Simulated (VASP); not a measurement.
# SnTe (Pm-3m) in VASP: single point with LDA

Aim: the single point of SnTe with LDA.

All numbers are computed with VASP 6.6.1; they aren't measurements. Logs are shortened: lines on timing, memory, paths and dates and some standing lists are left out, and cuts for length are marked.

### 1 The cell of the first run

The structure is cubic, space group Pm-3m (No. 221). The conventional cell has a = 3.905 Å, b = 3.905 Å, c = 3.905 Å, α = 90.00°, β = 90.00°, γ = 90.00°. Sn (site symmetry m-3m) has 8 Te at 3.38 Å and 6 Sn at 3.90 Å within 4.4 Å. Within 4.4 Å of Te (site symmetry m-3m) lie 8 Sn at 3.38 Å and 6 Te at 3.90 Å.

### 2 Single point, LDA

INCAR

```
PREC = Accurate
ENCUT = 520
EDIFF = 1E-7
ISMEAR = 0
SIGMA = 0.15
LREAL = False
LASPH = True
NELM = 60
ALGO = Normal
ISIF = 2
LWAVE = False
LCHARG = False
NBANDS = 17
```

KPOINTS

```
regular mesh
0
Gamma
  12 12 12
```

POSCAR

```
SnTe
1.0
    3.9047000000      0.0000000000      0.0000000000
    0.0000000000      3.9047000000      0.0000000000
    0.0000000000      0.0000000000      3.9047000000
Sn Te
1 1
Direct
    0.0000000000      0.0000000000      0.0000000000
    0.5000000000      0.5000000000      0.5000000000
```

Potentials or basis: VASP PAW LDA potentials, release 64 (Sn_d, Te).

Command:

```console
$ cat potpaw_LDA.64/Sn_d/POTCAR potpaw_LDA.64/Te/POTCAR > POTCAR
$ mpirun -np 1 vasp_std > vasp.out
```

OUTCAR:

```text
PREC = Accurate
   ENCUT = 520
   EDIFF = 1E-7
   ISMEAR = 0
   LREAL = False
   LASPH = True
   NELM = 60
   ISIF = 2

 ion  position               nearest neighbor table
   1  0.000  0.000  0.000-   2 3.38   2 3.38   2 3.38   2 3.38   2 3.38   2 3.38   2 3.38   2 3.38

   2  0.500  0.500  0.500-   1 3.38   1 3.38   1 3.38   1 3.38   1 3.38   1 3.38   1 3.38   1 3.38

  LATTYP: Found a simple cubic cell.
 ALAT       =     3.9047000000

  Lattice vectors:

 A1 = (   3.9047000000,   0.0000000000,   0.0000000000)
 A2 = (   0.0000000000,   3.9047000000,   0.0000000000)
 A3 = (   0.0000000000,   0.0000000000,   3.9047000000)

Analysis of symmetry for initial positions (statically):
=====================================================================
 Subroutine PRICEL returns:
 Original cell was already a primitive cell.

 Routine SETGRP: Setting up the symmetry group for a
 simple cubic supercell.

 Subroutine GETGRP returns: Found 48 space group operations
 (whereof 48 operations were pure point group operations)
 out of a pool of 48 trial point group operations.

The static configuration has the point symmetry O_h .

Analysis of symmetry for dynamics (positions and initial velocities):
=====================================================================
 Subroutine PRICEL returns:
 Original cell was already a primitive cell.

 Routine SETGRP: Setting up the symmetry group for a
 simple cubic supercell.

 Subroutine GETGRP returns: Found 48 space group operations
 (whereof 48 operations were pure point group operations)
 out of a pool of 48 trial point group operations.

The dynamic configuration has the point symmetry O_h .

 Subroutine INISYM returns: Found 48 space group operations
 (whereof 48 operations are pure point group operations),
 and found     1 'primitive' translations

----------------------------------------------------------------------------------------

                                     Primitive cell

  volume of cell :      59.5337

  direct lattice vectors                    reciprocal lattice vectors
     3.904700000  0.000000000  0.000000000     0.256101621  0.000000000  0.000000000
     0.000000000  3.904700000  0.000000000     0.000000000  0.256101621  0.000000000
     0.000000000  0.000000000  3.904700000     0.000000000  0.000000000  0.256101621

  length of vectors
     3.904700000  3.904700000  3.904700000     0.256101621  0.256101621  0.256101621

  position of ions in fractional coordinates (direct lattice)
     0.000000000  0.000000000  0.000000000
     0.500000000  0.500000000  0.500000000

  ion indices of the primitive-cell ions
   primitive index   ion index
                 1           1
                 2           2

----------------------------------------------------------------------------------------

 KPOINTS: regular mesh

Automatic generation of k-mesh.
 Grid dimensions read from file:
 generate k-points for:   12   12   12

 Generating k-lattice:

  Cartesian coordinates                     Fractional coordinates (reciprocal lattice)
     0.021341802  0.000000000  0.000000000     0.083333333  0.000000000  0.000000000
     0.000000000  0.021341802  0.000000000     0.000000000  0.083333333  0.000000000
     0.000000000  0.000000000  0.021341802     0.000000000  0.000000000  0.083333333

  Length of vectors
     0.021341802  0.021341802  0.021341802

  Shift w.r.t. Gamma in fractional coordinates (k-lattice)
     0.000000000  0.000000000  0.000000000

 Subroutine IBZKPT returns following result:
 ===========================================

 Found     84 irreducible k-points:

 Following reciprocal coordinates:
            Coordinates               Weight
  0.000000  0.000000  0.000000      1.000000
  0.083333  0.000000  0.000000      6.000000
  0.166667  0.000000  0.000000      6.000000
  0.250000  0.000000  0.000000      6.000000
  0.333333  0.000000  0.000000      6.000000
  0.416667  0.000000  0.000000      6.000000
[... 16 lines left out ...]
  0.333333  0.333333  0.000000     12.000000
  0.416667  0.333333  0.000000     24.000000
 [... further k-points ...]
   k-points           NKPTS =     84   k-points in BZ     NKDIM =     84   number of bands    NBANDS=     17
   number of dos      NEDOS =    301   number of ions     NIONS =      2
   total plane-waves  NPLWV =  27000
   dimension x,y,z NGX =    30 NGY =   30 NGZ =   30
   dimension x,y,z NGXF=    60 NGYF=   60 NGZF=   60
   ions per type =               1   1
   NGX,Y,Z   is equivalent  to a cutoff of  12.77, 12.77, 12.77 a.u.
   NGXF,Y,Z  is equivalent  to a cutoff of  25.55, 25.55, 25.55 a.u.
 SYSTEM =  unknown system
   PREC   = accura    normal or accurate (medium, high low for compatibility)
   ISTART =      0    job   : 0-new  1-cont  2-samecut
   ICHARG =      2    charge: 1-file 2-atom 10-const
   ISPIN  =      1    spin polarized calculation?
   LNONCOLLINEAR =      F non collinear calculations
   LSORBIT =      F    spin-orbit coupling
   LASPH  =      T    aspherical Exc in radial PAW
   ENCUT  =  520.0 eV  38.22 Ry    6.18 a.u.   7.26  7.26  7.26*2*pi/ulx,y,z
   NELM   =     60;   NELMIN=  2; NELMDL= -5     # of ELM steps
   EDIFF  = 0.1E-06   stopping-criterion for ELM
   LREAL  =      F    real-space projection
   EDIFFG = 0.1E-05   stopping-criterion for IOM
   NSW    =      0    number of steps for IOM
   IBRION =     -1    ionic relax: 0-MD 1-quasi-New 2-CG
   NFREE  =      0    steps in history (QN), initial steepest desc. (CG)
   ISIF   =      2    stress and relaxation
   ISYM   =      2    0-nonsym 1-usesym 2-fastsym
   POTIM  = 0.5000    time-step for ionic-motion
   TEBEG  =    0.0;   TEEND  =   0.0 temperature during run
   PSTRESS=    0.0 pullay stress
   NELECT =      20.0000    total number of electrons
   NUPDOWN=      -1.0000    fix difference up-down
   EMIN   =  10.00;   EMAX   =-10.00  energy-range for DOS
   EFERMI =   0.00;   METHOD = LEGACY
   ISMEAR =     0;   SIGMA  =   0.15  broadening in eV -4-tet -1-fermi 0-gaus
   EFERMI_NEDOS =   21; number of points for ismear=-14 and -15
   IALGO  =     38    algorithm
   IMIX   =      4    mixing-type and parameters
     AMIX     =   0.40;   BMIX     =  1.00
     AMIX_MAG =   1.60;   BMIX_MAG =  1.00
  volume/ion in A,a.u.               =      29.77       200.88
  Fermi-wavevector in a.u.,A,eV,Ry     =   1.138057  2.150615 17.621893  1.295173
  Thomas-Fermi vector in A             =   2.274761
   LORBIT       =      0    0 simple, 1 ext, 2 COOP (PROOUT), +10 PAW based schemes
   GGA     = CA    functional components
   LHFCALC =     F    Hartree Fock is set to
   AEXX    =    0.0000 exact exchange contribution
   IVDW    =     0    specifies the selected vdW correction
   LEPSILON=     F    determine dielectric tensor
   LRPA    =     F    only Hartree local field effects (RPA)
 non-spin polarized calculation
 Gauss-broadening in eV      SIGMA  =   0.15
  energy-cutoff  :      520.00
  volume of cell :       59.53
 maximum number of plane-waves:      1628
 NGX is ok and might be reduce to    30
   NGX = 15   NGY = 15   NGZ = 15

 number of electron      19.9999983 magnetization

 Free energy of the ion-electron system (eV)
  ---------------------------------------------------
  ext. energy  EPLUGINS =         0.00000000
  ---------------------------------------------------
  free energy    TOTEN  =        -8.34871255 eV

  energy without entropy =       -8.33516652  energy(sigma->0) =       -8.34193954

 E-fermi :   6.8264     XC(G=0): -10.0878

 val. band max:        6.8177565282   @ k =   0.5000   0.5000   0.0833
 cond. band min:       6.8398593257   @ k =   0.5000   0.5000   0.3333
 fundamental gap:      0.0221027975
 Fermi energy:         6.8264152642

 k-point     1 :       0.0000    0.0000    0.0000
  band No.  band energies     occupation
      1     -14.6815      2.00000
      2     -14.6815      2.00000
      3     -14.6448      2.00000
      4     -14.6448      2.00000
      5     -14.6448      2.00000
      6      -5.4854      2.00000
[... 9 lines left out ...]
     16      17.7035      0.00000
     17      17.7035      0.00000

 k-point     2 :       0.0833    0.0000    0.0000
  band No.  band energies     occupation
      1     -14.6815      2.00000
      2     -14.6793      2.00000
      3     -14.6455      2.00000
      4     -14.6455      2.00000
      5     -14.6447      2.00000
      6      -5.4312      2.00000
[... 9 lines left out ...]
     16      17.4337      0.00000
     17      17.4341      0.00000

 k-point     3 :       0.1667    0.0000    0.0000
  band No.  band energies     occupation
      1     -14.6812      2.00000
      2     -14.6733      2.00000
      3     -14.6475      2.00000
      4     -14.6475      2.00000
      5     -14.6446      2.00000
      6      -5.2724      2.00000
[... 9 lines left out ...]
     16      16.6061      0.00000
     17      17.2414      0.00000

 k-point     4 :       0.2500    0.0000    0.0000
  band No.  band energies     occupation
      1     -14.6809      2.00000
      2     -14.6650      2.00000
      3     -14.6502      2.00000
      4     -14.6502      2.00000
      5     -14.6444      2.00000
      6      -5.0231      2.00000
[... 9 lines left out ...]
     16      15.4581      0.00000
     17      17.3537      0.00000
[... 343 lines left out ...]
      1     -14.6697      2.00000
      2     -14.6636      2.00000
      3     -14.6546      2.00000
      4     -14.6488      2.00000
      5     -14.6413      2.00000
      6      -3.9604      2.00000
[... 9 lines left out ...]
     16      15.5367      0.00000
     17      15.9680      0.00000

 k-point    23 :       0.3333    0.3333    0.0000
  band No.  band energies     occupation
      1     -14.6680      2.00000
      2     -14.6639      2.00000
      3     -14.6519      2.00000
      4     -14.6514      2.00000
      5     -14.6430      2.00000
      6      -4.0649      2.00000
[... 9 lines left out ...]
     16      14.8452      0.00000
     17      16.3460      0.00000

 k-point    24 :       0.4167    0.3333    0.0000
  band No.  band energies     occupation
      1     -14.6667      2.00000
      2     -14.6664      2.00000
      3     -14.6535      2.00000
      4     -14.6513      2.00000
      5     -14.6380      2.00000
      6      -3.8482      2.00000
[... 9 lines left out ...]
     16      14.9079      0.00000
     17      15.5472      0.00000

 [... further k-points ...]
[... 5 lines left out ...]
  --------------------------------------------------------------------------------------
  -------------------------------------------------------------------------------------
  Total       -1.5291004     -1.5291004     -1.5291004      0.0000000     -0.0000000      0.0000000
  in kB      -41.1513008    -41.1513008    -41.1513008      0.0000000     -0.0000000      0.0000000
  external PRESSURE =     -41.1513008 kB  Pullay stress =       0.0000000 kB

 VOLUME and BASIS-vectors are now :
 -----------------------------------------------------------------------------
  energy-cutoff  :      520.00
  volume of cell :       59.53
      direct lattice vectors                 reciprocal lattice vectors
     3.904700000  0.000000000  0.000000000     0.256101621  0.000000000  0.000000000
     0.000000000  3.904700000  0.000000000     0.000000000  0.256101621  0.000000000
     0.000000000  0.000000000  3.904700000     0.000000000  0.000000000  0.256101621

 POSITION                                       TOTAL-FORCE (eV/Angst)
 -----------------------------------------------------------------------------------
      0.00000      0.00000      0.00000         0.000000      0.000000      0.000000
      1.95235      1.95235      1.95235         0.000000      0.000000      0.000000
 -----------------------------------------------------------------------------------
    total drift:                                0.000000     -0.000000     -0.000000

  FREE ENERGIE OF THE ION-ELECTRON SYSTEM (eV)
  ---------------------------------------------------
  free  energy   TOTEN  =        -8.3487125523 eV

  energy  without entropy=       -8.3351665210  energy(sigma->0) =       -8.34193954
```

Wall time 72 s (1 thread of Intel Xeon Platinum 8259CL at 2.50GHz (Skylake/Cascade Lake), shared host); peak memory 0.21 GiB.

What came out:

* Free energy: -8.3487 eV
* Pressure: -4.1 GPa
* Band gap on the k mesh: zero (band 10 reaches 7.26 eV, above the bottom of band 11 at 5.52 eV)

Levels at points of the mesh, in eV from the Fermi level:
| k point | band 8 | band 9 | band 10 | band 11 | band 12 | band 13 |
| --- | --- | --- | --- | --- | --- | --- |
| (0.00, 0.00, 0.00) | -1.71 | -1.71 | -1.71 | 3.64 | 3.64 | 5.26 |
| (0.50, 0.00, 0.00) | -0.22 | -0.22 | -0.03 | 0.14 | 2.13 | 2.13 |
| (0.50, 0.50, 0.00) | -4.73 | -4.73 | 0.32 | 3.28 | 3.74 | 3.74 |
| (0.50, 0.50, 0.50) | -2.81 | -2.81 | -2.81 | -1.31 | -1.31 | -1.31 |

Caveat: spin-orbit coupling is left out, which moves the levels of the heavy elements.
